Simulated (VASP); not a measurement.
# Fe (Fmmm) in VASP: further runs, part 2 of 2

VASP 6.6.1. Earlier steps stand in the parts before.

### 4 Single point, LDA, collinear spin, ferromagnetic start (volume scaled by 0.98)

Input file INCAR:

```
PREC = Accurate
ENCUT = 520
EDIFF = 1E-6
ISMEAR = -1
SIGMA = 0.05
LREAL = False
LASPH = True
NELM = 150
ALGO = Normal
ISIF = 2
LWAVE = False
LCHARG = True
ISPIN = 2
MAGMOM = 3
LORBIT = 11
LMAXMIX = 4
GGA = CA
LELF = True
LVHAR = True
NBANDS = 14
```

Input file KPOINTS:

```
regular mesh
0
Gamma
  13 13 13
```

Input file POSCAR:

```
Fe
1.0
    0.0000000000      1.9287074879      1.9519161397
    1.4883827645      0.0000000000      1.9519161397
    1.4883827645      1.9287074879      0.0000000000
Fe
1
Direct
    0.0000000000      0.0000000000      0.0000000000
```

Potentials or basis: VASP PAW LDA potentials, release 64 (Fe).

Run with:

```console
$ cat potpaw_LDA.64/Fe/POTCAR > POTCAR
$ mpirun -np 1 vasp_std > vasp.out
```

OUTCAR:

```text
PREC = Accurate
   ENCUT = 520
   EDIFF = 1E-6
   ISMEAR = -1
   LREAL = False
   LASPH = True
   NELM = 150
   ISIF = 2
   ISPIN = 2
   LORBIT = 11
   GGA = CA

 ion  position               nearest neighbor table
   1  0.000  0.000  0.000-

  LATTYP: Found a face centered orthorhombic cell.
 ALAT       =     2.9767655290
 B/A-ratio  =     1.2958410524
 C/A-ratio  =     1.3114342535

  Lattice vectors:

 A1 = (   0.0000000000,   1.9287074879,   1.9519161397)
 A2 = (   1.4883827645,   0.0000000000,   1.9519161397)
 A3 = (   1.4883827645,   1.9287074879,   0.0000000000)

Analysis of symmetry for initial positions (statically):
=====================================================================
 Subroutine PRICEL returns:
 Original cell was already a primitive cell.

 Routine SETGRP: Setting up the symmetry group for a
 face centered orthorhombic supercell.

 Subroutine GETGRP returns: Found  8 space group operations
 (whereof  8 operations were pure point group operations)
 out of a pool of  8 trial point group operations.

The static configuration has the point symmetry D_2h.

Analysis of symmetry for dynamics (positions and initial velocities):
[... 596 lines left out ...]
      4       5.6210      0.99403
      5       6.7687      0.00000
      6       7.3346      0.00000
      7      29.8810      0.00000
      8      31.4167      0.00000
      9      31.7039      0.00000
     10      36.1609      0.00000
     11      37.0092      0.00000
     12      37.8256      0.00000
     13      38.2051      0.00000
     14      38.2940      0.00000
[... 379 lines left out ...]
      3       4.6760      1.00000
      4       6.6590      0.00000
      5       7.5737      0.00000
      6       8.8091      0.00000
      7      16.7153      0.00000
      8      22.2284      0.00000
      9      26.8146      0.00000
     10      32.3400      0.00000
     11      35.7712      0.00000
     12      39.3119      0.00000
     13      45.4017      0.00000
     14      47.3532      0.00000

 [... further k-points ...]
[... 5 lines left out ...]
  --------------------------------------------------------------------------------------
  -------------------------------------------------------------------------------------
  Total       -1.5756962     -0.8590582     -0.9764276      0.0000000      0.0000000      0.0000000
  in kB     -225.2739191   -122.8177104   -139.5977690      0.0000000      0.0000000      0.0000000
  external PRESSURE =    -162.5631328 kB  Pullay stress =       0.0000000 kB

 VOLUME and BASIS-vectors are now :
 -----------------------------------------------------------------------------
  energy-cutoff  :      520.00
  volume of cell :       11.21
      direct lattice vectors                 reciprocal lattice vectors
     0.000000000  1.928707488  1.951916140    -0.335935091  0.259240970  0.256158546
     1.488382765  0.000000000  1.951916140     0.335935091 -0.259240970  0.256158546
     1.488382765  1.928707488  0.000000000     0.335935091  0.259240970 -0.256158546

 POSITION                                       TOTAL-FORCE (eV/Angst)
 -----------------------------------------------------------------------------------
      0.00000      0.00000      0.00000        -0.000000      0.000000      0.000000
 -----------------------------------------------------------------------------------
    total drift:                                0.000000     -0.000000      0.000000

  FREE ENERGIE OF THE ION-ELECTRON SYSTEM (eV)
  ---------------------------------------------------
  free  energy   TOTEN  =        -9.1638306408 eV

  energy  without entropy=       -9.1547590446  energy(sigma->0) =       -9.15929484

 total charge

# of ion       s       p       d       tot
------------------------------------------
    1        0.494   0.546   6.268   7.308

 magnetization (x)

# of ion       s       p       d       tot
------------------------------------------
    1       -0.011  -0.033   2.089   2.045
```

OSZICAR:

```text
N       E                     dE             d eps       ncg     rms          rms(c)
DAV:   1     0.210834237861E+02    0.21083E+02   -0.37941E+03 21266   0.719E+02
DAV:   2    -0.930770746441E+01   -0.30391E+02   -0.27896E+02 20942   0.131E+02
DAV:   3    -0.102402322861E+02   -0.93252E+00   -0.92315E+00 23294   0.236E+01
DAV:   4    -0.102435868954E+02   -0.33546E-02   -0.33543E-02 22400   0.126E+00
DAV:   5    -0.102436049044E+02   -0.18009E-04   -0.18010E-04 23444   0.953E-02    0.120E+01
DAV:   6    -0.926944411755E+01    0.97416E+00   -0.10357E+01 24836   0.395E+01    0.552E+00
DAV:   7    -0.918384379559E+01    0.85600E-01   -0.68806E-01 24062   0.100E+01    0.320E+00
DAV:   8    -0.917291198349E+01    0.10932E-01   -0.45817E-03 23600   0.425E-01    0.118E+00
DAV:   9    -0.916420145193E+01    0.87105E-02   -0.60960E-03 27460   0.396E-01    0.254E-01
DAV:  10    -0.916381755200E+01    0.38390E-03   -0.22485E-04 24494   0.234E-01    0.519E-02
DAV:  11    -0.916382802771E+01   -0.10476E-04   -0.44720E-05 22568   0.529E-02    0.263E-02
DAV:  12    -0.916382997177E+01   -0.19441E-05   -0.97063E-07 17020   0.123E-02    0.109E-02
DAV:  13    -0.916383110105E+01   -0.11293E-05   -0.97328E-07 15856   0.677E-03    0.933E-03
DAV:  14    -0.916383064085E+01    0.46020E-06   -0.14361E-07 10258   0.391E-03
   1 F= -.91638306E+01 E0= -.91592948E+01  d E =-.907160E-02  mag=     2.0713
```

stdout:

```text
POSCAR found type information on POSCAR Fe
 POSCAR found :  1 types and       1 ions
 scaLAPACK will be used
 LDA part: xc-table for (Slater(with rela. corr.)+CA(PZ))
 , standard interpolation
 POSCAR, INCAR and KPOINTS ok, starting setup
 FFT: planning ... GRIDC
 FFT: planning ... GRID_SOFT
 FFT: planning ... GRID
 WAVECAR not read
 entering main loop
```

It took 58 s on 1 thread of Intel Xeon Platinum 8375C at 2.90GHz (Ice Lake), shared host; peak memory 0.19 GiB.

What came out:

| Property | Result |
| --- | --- |
| Free energy | -9.1638 eV |
| Pressure | -16.3 GPa |
| Net moment | 2.07 μB per cell |
| Site moments | Fe +2.04 μB |
| Valence electrons inside the program's atomic spheres | Fe 7.31 |

### 5 Summary

| cell | gap on the mesh (eV) | pressure (GPa) | moment (μB) |
| --- | --- | --- | --- |
| a = 2.706, b = 2.421, c = 2.403 Å, angles 68.3, 56.2, 55.6°, 1 atom | none | -8.3 | 2.00 |
| a = 2.725, b = 2.438, c = 2.420 Å, angles 68.3, 56.2, 55.6°, 1 atom | none | -12.5 | 2.04 |
| a = 2.744, b = 2.455, c = 2.436 Å, angles 68.3, 56.2, 55.6°, 1 atom | none | -16.3 | 2.07 |

Alike in all rows: task single point; level LDA; potentials or basis VASP PAW LDA potentials, release 64 (Fe); spin collinear, ferromagnetic start; k mesh 13 × 13 × 13; cutoff (eV) 520; smearing fermi-dirac 0.05 eV.

Absolute energies hang on the potentials; compare differences alone.
